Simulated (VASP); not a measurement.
Wanted: the native input for a VASP 6.6.1 run.

- Task: single point
- Functional: LDA
- Potentials or basis: VASP PAW LDA potentials, release 64 (Sn_d, Se)
- Cutoff: 520 eV
- k mesh: 3 × 8 × 7
- Occupations: gaussian, width 0.01 eV
- Spin: no spin polarisation
- Dipole correction: no
- Further INCAR settings: ALGO = Normal; EDIFF = 1e-06; NBANDS = 50

The structure of SnSe lies in POSCAR:

```
SnSe
1.0
   11.4200000000      0.0000000000      0.0000000000
    0.0000000000      4.1900000000      0.0000000000
    0.0000000000      0.0000000000      4.4600000000
Sn Se
4 4
Direct
    0.1230000000      0.2500000000      0.0910000000
    0.3770000000      0.7500000000      0.5910000000
    0.6230000000      0.2500000000      0.4090000000
    0.8770000000      0.7500000000      0.9090000000
    0.3570000000      0.2500000000      0.0160000000
    0.1430000000      0.7500000000      0.5160000000
    0.8570000000      0.2500000000      0.4840000000
    0.6430000000      0.7500000000      0.9840000000
```

One way to write it, as run:

INCAR

```
PREC     = Accurate       # precision mode
ENCUT    = 520            # plane-wave cutoff, eV
EDIFF    = 1E-6           # SCF threshold, eV
ISMEAR   = 0              # smearing method
SIGMA    = 0.01           # smearing width, eV
LREAL    = F              # projectors in reciprocal space
LASPH    = T              # aspherical terms in the spheres
NELM     = 100            # most SCF steps
ALGO     = Normal         # electronic algorithm
ISIF     = 2              # what is computed and relaxed
LWAVE    = F              # write WAVECAR
LCHARG   = F              # write CHGCAR
NBANDS   = 50             # bands
```

KPOINTS

```
regular mesh
0
Gamma
  3 8 7
```

Potentials or basis: VASP PAW LDA potentials, release 64 (Sn_d, Se).

The run is started by

```console
$ cat potpaw_LDA.64/Sn_d/POTCAR potpaw_LDA.64/Se/POTCAR > POTCAR
$ mpirun -np 1 vasp_std > vasp.out
```

It gave:

The pressure is -1.9 GPa, the largest force is 0.194 eV/Å and the band gap on the k mesh is 0.71 eV (least direct gap 0.98 eV).

Caveat: spin-orbit coupling is left out, which moves the levels of the heavy elements; an odd mesh through Γ misses points on the zone boundary, where band edges can lie.

It took 9.8 min on 1 thread of Intel Xeon 8259CL, on a shared host, peak memory 0.46 GiB.
